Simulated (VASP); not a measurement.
The system is SnO2.

```xyz
6
Lattice="4.7380 0.0000 0.0000 0.0000 4.7380 0.0000 0.0000 0.0000 3.1865" Properties=species:S:1:pos:R:3 pbc="T T T"
Sn    0.0000    0.0000    0.0000
Sn    2.3690    2.3690    1.5933
O     1.4550    1.4550    0.0000
O     0.9140    3.8240    1.5933
O     3.2830    3.2830    0.0000
O     3.8240    0.9140    1.5933
```

- Program: VASP 6.6.1
- Task: relaxation of cell and atoms
- Functional: PBE
- Potentials or basis: VASP PAW PBE potentials, release 64 (Sn_d, O)
- Cutoff: 600 eV
- k mesh: 4 × 4 × 6
- Occupations: gaussian, width 0.05 eV
- Spin: no spin polarisation

At the start: pressure 11.6 GPa; volume 11.92 Å³/atom.

Q: How do energy, volume and symmetry change on relaxing?

A: Over 5 steps the energy falls by 23.6 meV/atom and the volume is 12.59 Å³/atom (+5.6 %); space group P4_2/mnm (No. 136, to 0.1 Å) before and after.

Step by step:
```csv
step,energy change (eV),largest force (eV/Å),pressure (GPa),volume (Å³)
1,0.0000,0.2931,11.58,71.53
2,0.0627,0.3523,-10.32,80.83
3,-0.1397,0.0626,0.05,75.48
4,-0.1397,0.0568,0.25,75.40
5,-0.1414,0.0028,0.13,75.54
```

Final structure:
```yaml
crystal:
  lattice:
    - [4.82408, 0.00000, 0.00000]
    - [0.00000, 4.82408, 0.00000]
    - [0.00000, 0.00000, 3.24618]
  atoms:
    - { symbol: Sn, position: [0.00000, 0.00000, 0.00000] }
    - { symbol: Sn, position: [0.50000, 0.50000, 0.50000] }
    - { symbol: O, position: [0.30652, 0.30652, 0.00000] }
    - { symbol: O, position: [0.19348, 0.80652, 0.50000] }
    - { symbol: O, position: [0.69348, 0.69348, 0.00000] }
    - { symbol: O, position: [0.80652, 0.19348, 0.50000] }
```
